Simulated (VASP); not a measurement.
Here is a VASP 6.6.1 calculation.

Contents of POSCAR:

```
Ag
1.0
   -1.6342676468      1.6342676468      1.6342676468
    1.6342676468     -1.6342676468      1.6342676468
    1.6342676468      1.6342676468     -1.6342676468
Ag
1
Direct
    0.0000000000      0.0000000000      0.0000000000
```

File INCAR.step1:

```
PREC = Accurate ; ENCUT = 520
ISMEAR = 0 ; SIGMA = 0.1
LREAL = False ; LASPH = True
NELM = 80 ; NBANDS = 12
GGA = PE ; ALGO = Normal
EDIFF = 1E-4 ; LWAVE = True
LCHARG = False
```

The input INCAR.step2:

```
PREC = Accurate ; ENCUT = 520
EDIFF = 1E-7 ; ISMEAR = 0
SIGMA = 0.1 ; LREAL = False
LASPH = True ; NELM = 80
ALGO = Normal ; ISIF = 2
LWAVE = False ; LCHARG = False
METAGGA = R2SCAN ; LMIXTAU = True
NBANDS = 12 ; ISTART = 1
```

File KPOINTS:

```
Automatic mesh
0
Gamma
  18 18 18
```

Potentials or basis: VASP PAW PBE potentials, release 64 (Ag).

Command:

```bash
$ cat potpaw_PBE.64/Ag/POTCAR > POTCAR
$ cp INCAR.step1 INCAR
$ mpirun -np 1 vasp_std > vasp.out
$ cp INCAR.step2 INCAR
$ mpirun -np 1 vasp_std > vasp.out
```

Question: Predict the pressure.

Answer: 0.1 GPa.

Caveat: the PAW data sets were made with another functional, which shifts forces and pressure a little.
